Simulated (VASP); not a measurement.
Here is a VASP 6.6.1 calculation.

File INCAR:

```
ALGO = Normal
EDIFF = 1E-6
ENCUT = 520
GGA = PE
ISIF = 2
ISMEAR = -1
LASPH = T
LCHARG = F
LREAL = F
LWAVE = F
NBANDS = 36
NELM = 60
PREC = Accurate
SIGMA = 0.15
```

The input KPOINTS:

```
k-points
0
Gamma
  6 6 6
```

POSCAR

```
GaGe3
1.0
    4.2784700000      0.0000000000      0.0000000000
    0.0000000000      4.2784700000      0.0000000000
    0.0000000000      0.0000000000      4.2784700000
Ga Ge
1 3
Direct
    0.0000000000      0.0000000000      0.0000000000
    0.0000000000      0.5000000000      0.5000000000
    0.5000000000      0.0000000000      0.5000000000
    0.5000000000      0.5000000000     -0.0058432103
```

Potentials or basis: VASP PAW PBE potentials, release 64 (Ga_d, Ge_d).

Launch:

```console
$ cat potpaw_PBE.64/Ga_d/POTCAR potpaw_PBE.64/Ge_d/POTCAR > POTCAR
$ mpirun -np 1 vasp_std > vasp.out
```

Predict the pressure.

-0.2 GPa.

What does it give for the largest force?

0.024 eV/Å.

Forces in eV/Å, atoms in the order of the input:
```
Ga   0.000  0.000  0.024
Ge   0.000  0.000 -0.014
Ge   0.000  0.000 -0.014
Ge   0.000  0.000  0.005
```
